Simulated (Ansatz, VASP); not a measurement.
## Two plane-wave programs on Mo

```
CELL_PARAMETERS angstrom
4.99278 0.00000 0.00000
0.00000 4.99278 0.00000
0.00000 0.00000 4.99278
ATOMIC_POSITIONS crystal
Mo 0.00000 0.00000 0.00000
Mo 0.50000 0.50000 0.50000
Mo 0.25000 0.00000 0.50000
Mo 0.75000 0.00000 0.50000
Mo 0.50000 0.25000 0.00000
Mo 0.50000 0.75000 0.00000
Mo 0.00000 0.50000 0.25000
Mo 0.00000 0.50000 0.75000
```

Alike in both runs: functional PBEsol; k mesh 5 × 5 × 5; occupations fermi-dirac, width 0.1 eV; no spin polarisation.

Ansatz relaxed the structure, and its values are those at the end. VASP's run is a single point on that final structure, the one shown.

|  | VASP | Ansatz |
| --- | --- | --- |
| version | VASP 6.6.1 | Ansatz 0.2.0 |
| potentials or method | VASP PAW PBE potentials, release 64 (Mo_sv), cutoff 520 eV | plane waves (420 eV) with PAW, scalar-relativistic |
| valence electrons in the cell | 112 | 112 |

Ansatz gave:

* pressure (GPa): 0.0

Q: What did VASP give for the same quantities?

A: Pressure (GPa): 0.6.

VASP's potentials were made for PBE, not for PBEsol, and Ansatz warns of the same on its side.
